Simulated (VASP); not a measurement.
Runs of VASP 6.6.1 on MgO. The structure is that of space group R-3m (No. 166), or close to it. The cells are those of the table. 

| cell | gap on the mesh (eV) | pressure (GPa) |
| --- | --- | --- |
| a = 2.759 Å, angles 75.3°, 2 atoms | 2.73 | -0.9 |
| a = 2.700 Å, angles 82.7°, 2 atoms | 2.42 | -2.3 |
| a = 3.219 Å, angles 52.2°, 2 atoms | 3.11 | 0.1 |
| a = 2.940 Å, angles 63.2°, 2 atoms | 4.05 | (a) |
| a = 4.135 Å, angles 33.6°, 2 atoms | none | (c) |
| a = 3.455 Å, angles 45.7°, 2 atoms | 0.30 | 4.2 |
| a = 3.789 Å, angles 38.9°, 2 atoms | none | (b) |
| a = 2.867 Å, angles 67.3°, 2 atoms | 3.52 | (d) |

Alike in all rows: task single point; level PBE; potentials or basis VASP PAW PBE potentials, release 64 (Mg, O); no spin polarisation; k mesh 10 × 10 × 10; cutoff (eV) 520; smearing gaussian 0.05 eV.

Task: Estimate the missing entries.

Result: (a) -0.7; (b) 18.7; (c) 35.7; (d) -0.6.

A k mesh can miss the band edges.

A gap of «none» marks levels without a gap at the run's occupations.
